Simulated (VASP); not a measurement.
Runs of VASP 6.6.1 on SnSe2. The structure is that of space group P4_2/mnm (No. 136), or close to it. The cells are those of the table. 

| cell | gap on the mesh (eV) | pressure (GPa) | largest force (eV/Å) |
| --- | --- | --- | --- |
| a = 6.502, b = 6.502, c = 3.954 Å, 6 atoms | none | 2.2 | 0.17 |
| a = 6.578, b = 6.578, c = 4.013 Å, 6 atoms | none | 0.0 | 0.01 |
| a = 6.511, b = 6.511, c = 3.972 Å, 6 atoms | none | 1.7 | (a) |
| a = 6.443, b = 6.443, c = 3.931 Å, 6 atoms | - | 3.7 | 0.24 |
| a = 6.707, b = 6.707, c = 4.091 Å, 6 atoms | none | -2.5 | 0.17 |
| a = 6.643, b = 6.643, c = 4.052 Å, 6 atoms | none | -1.4 | (b) |

Alike in all rows: task single point; level PBE; potentials or basis VASP PAW PBE potentials, release 64 (Sn_d, Se); no spin polarisation; k mesh 4 × 4 × 6; cutoff (eV) 520; smearing fermi-dirac 0.02 eV.

**Question.** Fill in the values left out.

**Answer.** (a) 0.12; (b) 0.09.

Caveats: spin-orbit coupling is left out, which moves the levels of the heavy elements.

A k mesh can miss the band edges, and the runs leave out spin-orbit coupling on Se, Sn.

A gap of «none» marks levels without a gap at the run's occupations.
